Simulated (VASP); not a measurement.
# TaN (I4/mmm) in VASP: notebook

The runs below take TaN through single point, with PBEsol.

All numbers are computed with VASP 6.6.1; they aren't measurements. Logs are shortened: lines on timing, memory, paths and dates and some standing lists are left out, and cuts for length are marked.

### 1 The cell of the first run

It takes space group I4/mmm (No. 139, tetragonal). The conventional cell has a = 3.094 Å, b = 3.094 Å, c = 4.868 Å, α = 90.00°, β = 90.00°, γ = 90.00°. Ta (site symmetry 4/mmm) has 6 N at 2.19 to 2.43 Å within 2.9 Å. Within 2.9 Å of N (site symmetry 4/mmm) lie 6 Ta at 2.19 to 2.43 Å.

### 2 Single point, PBEsol (strain +0.1125 x Voigt [0, 1, 0, 0, 0, 0])

The input, INCAR:

```
SYSTEM = TaN
ALGO = Normal
EDIFF = 1E-6
ENCUT = 520
GGA = PS
ISIF = 2
ISMEAR = 0
LASPH = .TRUE.
LCHARG = .TRUE.
LELF = .TRUE.
LREAL = .FALSE.
LVHAR = .TRUE.
LWAVE = .FALSE.
NBANDS = 15
NELM = 80
PREC = Accurate
SIGMA = 0.15
```

The input, KPOINTS:

```
k-points
0
G
  24 24 24
  0 0 0
```

The input, POSCAR:

```
TaN
1.0
    0.0000000000      2.4339772349      2.1878447055
    2.1878447055      0.0000000000      2.1878447055
    2.1878447055      2.4339772349      0.0000000000
Ta N
1 1
Direct
    0.5000000000      0.5000000000      0.5000000000
    0.0000000000      0.0000000000      0.0000000000
```

Potentials or basis: VASP PAW PBE potentials, release 64 (Ta_pv, N).

The run is started by

```sh
> cat potpaw_PBE.64/Ta_pv/POTCAR potpaw_PBE.64/N/POTCAR > POTCAR
> mpirun -np 1 vasp_std > vasp.out
```

OUTCAR:

```text
SYSTEM = TaN
   EDIFF = 1E-6
   ENCUT = 520
   GGA = PS
   ISIF = 2
   ISMEAR = 0
   LASPH = .TRUE.
   LREAL = .FALSE.
   NELM = 80
   PREC = Accurate

 ion  position               nearest neighbor table
   1  0.500  0.500  0.500-   2 2.19   2 2.19   2 2.19   2 2.19   2 2.43   2 2.43
   2  0.000  0.000  0.000-   1 2.19   1 2.19   1 2.19   1 2.19   1 2.43   1 2.43

  LATTYP: Found a body centered tetragonal cell.
 ALAT       =     3.0940796549
 C/A-ratio  =     1.5733125882

  Lattice vectors:

 A1 = (   0.0000000000,  -2.4339772349,   2.1878447055)
 A2 = (   0.0000000000,  -2.4339772349,  -2.1878447055)
 A3 = (   2.1878447055,   2.4339772349,   0.0000000000)

Analysis of symmetry for initial positions (statically):
=====================================================================
 Subroutine PRICEL returns:
 Original cell was already a primitive cell.

 Routine SETGRP: Setting up the symmetry group for a
 body centered tetragonal supercell.

 Subroutine GETGRP returns: Found 16 space group operations
 (whereof 16 operations were pure point group operations)
 out of a pool of 16 trial point group operations.

The static configuration has the point symmetry D_4h.

Analysis of symmetry for dynamics (positions and initial velocities):
=====================================================================
 Subroutine PRICEL returns:
 Original cell was already a primitive cell.

 Routine SETGRP: Setting up the symmetry group for a
 body centered tetragonal supercell.

 Subroutine GETGRP returns: Found 16 space group operations
 (whereof 16 operations were pure point group operations)
 out of a pool of 16 trial point group operations.

The dynamic configuration has the point symmetry D_4h.

 Subroutine INISYM returns: Found 16 space group operations
 (whereof 16 operations are pure point group operations),
 and found     1 'primitive' translations

----------------------------------------------------------------------------------------

                                     Primitive cell

  volume of cell :      23.3013

  direct lattice vectors                    reciprocal lattice vectors
     0.000000000  2.433977235  2.187844705    -0.228535416  0.205425093  0.228535416
     2.187844705  0.000000000  2.187844705     0.228535416 -0.205425093  0.228535416
     2.187844705  2.433977235  0.000000000     0.228535416  0.205425093 -0.228535416

  length of vectors
     3.272752608  3.094079655  3.272752608     0.382957363  0.382957363  0.382957363

  position of ions in fractional coordinates (direct lattice)
[... 90 lines left out ...]
   NELECT =      16.0000    total number of electrons
   NUPDOWN=      -1.0000    fix difference up-down
   EMIN   =  10.00;   EMAX   =-10.00  energy-range for DOS
   EFERMI =   0.00;   METHOD = LEGACY
   ISMEAR =     0;   SIGMA  =   0.15  broadening in eV -4-tet -1-fermi 0-gaus
   EFERMI_NEDOS =   21; number of points for ismear=-14 and -15
   IALGO  =     38    algorithm
   IMIX   =      4    mixing-type and parameters
     AMIX     =   0.40;   BMIX     =  1.00
     AMIX_MAG =   1.60;   BMIX_MAG =  1.00
  volume/ion in A,a.u.               =      11.65        78.62
  Fermi-wavevector in a.u.,A,eV,Ry     =   1.444292  2.729316 28.381471  2.085979
  Thomas-Fermi vector in A             =   2.562603
   LORBIT       =      0    0 simple, 1 ext, 2 COOP (PROOUT), +10 PAW based schemes
   GGA     = PS    functional components
   LHFCALC =     F    Hartree Fock is set to
   AEXX    =    0.0000 exact exchange contribution
   IVDW    =     0    specifies the selected vdW correction
   LEPSILON=     F    determine dielectric tensor
   LRPA    =     F    only Hartree local field effects (RPA)
 non-spin polarized calculation
 Gauss-broadening in eV      SIGMA  =   0.15
  energy-cutoff  :      520.00
  volume of cell :       23.30
 maximum number of plane-waves:       644
   NGX = 13   NGY = 11   NGZ = 13

 number of electron      15.9999998 magnetization

 Free energy of the ion-electron system (eV)
  ---------------------------------------------------
  ext. energy  EPLUGINS =         0.00000000
  ---------------------------------------------------
  free energy    TOTEN  =       -22.87247186 eV

  energy without entropy =      -22.86127153  energy(sigma->0) =      -22.86687170

 E-fermi :   8.2621     XC(G=0): -13.0750

 val. band max:        8.2569968729   @ k =   0.1667  -0.0417   0.1250
 cond. band min:       8.2631493786   @ k =   0.2917  -0.3333   0.2083
 fundamental gap:      0.0061525058
 Fermi energy:         8.2621419175

 k-point     1 :       0.0000    0.0000    0.0000
  band No.  band energies     occupation
      1     -27.5227      2.00000
      2     -27.4618      2.00000
      3     -27.4618      2.00000
      4      -9.7590      2.00000
      5       4.6490      2.00000
      6       4.8920      2.00000
      7       4.8920      2.00000
      8       5.7047      2.00000
      9       6.6883      2.00000
     10       6.9520      2.00000
     11       6.9520      2.00000
     12       9.0041      0.00000
     13      10.4240      0.00000
     14      17.8227      0.00000
[... 401 lines left out ...]
      2     -27.6130      2.00000
      3     -27.4782      2.00000
      4      -7.2169      2.00000
      5      -1.1493      2.00000
      6       1.3453      2.00000
      7       1.4077      2.00000
      8       9.3146      0.00000
      9       9.9880      0.00000
     10      10.4195      0.00000
     11      11.9015      0.00000
     12      13.5131      0.00000
     13      16.0278      0.00000
     14      18.9642      0.00000
     15      19.8179      0.00000

 [... further k-points ...]

------------------------ aborting loop because EDIFF is reached ----------------------------------------

  FORCE on cell =-STRESS in cart. coord.  units (eV):
  Direction    XX          YY          ZZ          XY          YZ          ZX
  --------------------------------------------------------------------------------------
  -------------------------------------------------------------------------------------
  Total       -2.3750845     -4.8911870     -2.3750845     -0.0000000      0.0000000      0.0000000
  in kB     -163.3090109   -336.3143210   -163.3090109     -0.0000000      0.0000000      0.0000000
  external PRESSURE =    -220.9774476 kB  Pullay stress =       0.0000000 kB

 VOLUME and BASIS-vectors are now :
 -----------------------------------------------------------------------------
  energy-cutoff  :      520.00
  volume of cell :       23.30
      direct lattice vectors                 reciprocal lattice vectors
     0.000000000  2.433977235  2.187844705    -0.228535416  0.205425093  0.228535416
     2.187844705  0.000000000  2.187844705     0.228535416 -0.205425093  0.228535416
     2.187844705  2.433977235  0.000000000     0.228535416  0.205425093 -0.228535416

 POSITION                                       TOTAL-FORCE (eV/Angst)
 -----------------------------------------------------------------------------------
      2.18784      2.43398      2.18784         0.000000     -0.000000      0.000000
      0.00000      0.00000      0.00000         0.000000      0.000000     -0.000000
 -----------------------------------------------------------------------------------
    total drift:                                0.000000     -0.000000      0.000000

  FREE ENERGIE OF THE ION-ELECTRON SYSTEM (eV)
  ---------------------------------------------------
  free  energy   TOTEN  =       -22.8724718630 eV

  energy  without entropy=      -22.8612715307  energy(sigma->0) =      -22.86687170
```

OSZICAR:

```text
N       E                     dE             d eps       ncg     rms          rms(c)
DAV:   1     0.880048625264E+02    0.88005E+02   -0.87371E+03 31937   0.111E+03
DAV:   2    -0.228974341163E+02   -0.11090E+03   -0.10451E+03 39968   0.297E+02
DAV:   3    -0.257285462421E+02   -0.28311E+01   -0.28113E+01 35208   0.442E+01
DAV:   4    -0.257406570988E+02   -0.12111E-01   -0.12106E-01 41614   0.310E+00
DAV:   5    -0.257407412559E+02   -0.84157E-04   -0.84156E-04 35489   0.233E-01    0.211E+01
DAV:   6    -0.230481333609E+02    0.26926E+01   -0.59484E+00 38066   0.250E+01    0.861E+00
DAV:   7    -0.229192629038E+02    0.12887E+00   -0.50803E-01 36391   0.617E+00    0.611E+00
DAV:   8    -0.228783598793E+02    0.40903E-01   -0.19026E-01 37840   0.365E+00    0.133E+00
DAV:   9    -0.228726602776E+02    0.56996E-02   -0.17398E-02 36944   0.107E+00    0.339E-01
DAV:  10    -0.228724887208E+02    0.17156E-03   -0.75888E-04 40787   0.290E-01    0.553E-02
DAV:  11    -0.228724717705E+02    0.16950E-04   -0.32146E-05 36881   0.647E-02    0.196E-02
DAV:  12    -0.228724718630E+02   -0.92557E-07   -0.24604E-06 39198   0.151E-02
   1 F= -.22872472E+02 E0= -.22866872E+02  d E =-.112003E-01
```

stdout:

```text
POSCAR found type information on POSCAR TaN
 POSCAR found :  2 types and       2 ions
 scaLAPACK will be used
 -----------------------------------------------------------------------------
|                                                                             |
|                                                                             |
|     You enforced a specific xc type in the INCAR file but a different       |
|     I HOPE YOU KNOW WHAT YOU ARE DOING!                                     |
|                                                                             |
 -----------------------------------------------------------------------------

 LDA part: xc-table for (Slater+PW92), standard interpolation
 POSCAR, INCAR and KPOINTS ok, starting setup
 FFT: planning ... GRIDC
 FFT: planning ... GRID_SOFT
 FFT: planning ... GRID
 WAVECAR not read
 entering main loop
```

Run time: 80 s. Hardware: 1 thread of Intel Xeon 6975P-C (Granite Rapids), shared host; peak memory 0.46 GiB.

Results:

| Quantity | Value |
| --- | --- |
| Free energy | -22.8725 eV |
| Pressure | -22.1 GPa |
| Band gap on the k mesh | zero (bands 8 and 9 overlap by 3.17 eV) |

Stress tensor (GPa, compression positive):
```
-16.33   0.00   0.00
  0.00 -33.63   0.00
  0.00   0.00 -16.33
```

Levels at points of the mesh, in eV from the Fermi level:
| k point | band 5 | band 6 | band 7 | band 8 | band 9 | band 10 | band 11 | band 12 |
| --- | --- | --- | --- | --- | --- | --- | --- | --- |
| (0.00, 0.00, 0.00) | -3.61 | -3.37 | -3.37 | -2.56 | -1.57 | -1.31 | -1.31 | 0.74 |
| (0.50, 0.00, 0.00) | -9.59 | -6.98 | -6.95 | 1.57 | 1.89 | 2.25 | 3.48 | 5.15 |
| (0.50, 0.50, 0.00) | -5.99 | -4.77 | -4.46 | -4.36 | 1.42 | 2.42 | 3.83 | 4.48 |
| (0.50, 0.00, 0.50) | -6.82 | -4.73 | -4.00 | -4.00 | 1.91 | 3.09 | 3.09 | 3.59 |

Caveat: the cell differs from its parent crystal (strain +0.1125 x Voigt [0, 1, 0, 0, 0, 0]); the cell stands under tension; the PAW data sets were made with another functional, which shifts forces and pressure a little; spin-orbit coupling is left out, which moves the levels of the heavy elements.

### 3 Single point, PBEsol (strain +0.1312 x Voigt [0, 1, 0, 0, 0, 0])

The input, INCAR:

```
  PREC = Accurate
  ENCUT = 520
  EDIFF = 1E-7
  ISMEAR = 0
  SIGMA = 0.15
  LREAL = F
  LASPH = T
  NELM = 60
  ALGO = Normal
  ISIF = 2
  LWAVE = F
  LCHARG = F
  GGA = PS
  NBANDS = 15
```

The input, KPOINTS:

```
Automatic mesh
0
Gamma
  24 24 24
```

The input, POSCAR:

```
TaN
1.0
    0.0000000000      2.4748899309      2.1878447055
    2.1878447055      0.0000000000      2.1878447055
    2.1878447055      2.4748899309      0.0000000000
Ta N
1 1
Direct
    0.5000000000      0.5000000000      0.5000000000
    0.0000000000      0.0000000000      0.0000000000
```

Potentials or basis: VASP PAW PBE potentials, release 64 (Ta_pv, N).

The run is started by

```sh
> cat potpaw_PBE.64/Ta_pv/POTCAR potpaw_PBE.64/N/POTCAR > POTCAR
> mpirun -np 1 vasp_std > vasp.out
```

Run time: 2.4 min. Hardware: 1 thread of Intel Xeon 6975P-C (Granite Rapids), shared host; peak memory 0.48 GiB.

Results (log left out):

- Free energy: -22.7901 eV
- Pressure: -23.8 GPa
- Band gap on the k mesh: zero (bands 8 and 9 overlap by 3.37 eV)

Stress tensor (GPa, compression positive):
```
-18.76   0.00   0.00
  0.00 -33.99   0.00
  0.00   0.00 -18.76
```

Levels at points of the mesh, in eV from the Fermi level:
| k point | band 6 | band 7 | band 8 | band 9 | band 10 | band 11 |
| --- | --- | --- | --- | --- | --- | --- |
| (0.00, 0.00, 0.00) | -3.30 | -3.30 | -2.60 | -1.80 | -1.17 | -1.17 |
| (0.50, 0.00, 0.00) | -6.87 | -6.85 | 1.55 | 1.92 | 2.28 | 3.42 |
| (0.50, 0.50, 0.00) | -4.63 | -4.39 | -4.32 | 1.29 | 2.25 | 3.86 |
| (0.50, 0.00, 0.50) | -4.61 | -3.90 | -3.90 | 1.89 | 3.00 | 3.00 |

Caveat: the cell differs from its parent crystal (strain +0.1312 x Voigt [0, 1, 0, 0, 0, 0]); the cell stands under tension; the PAW data sets were made with another functional, which shifts forces and pressure a little; spin-orbit coupling is left out, which moves the levels of the heavy elements.
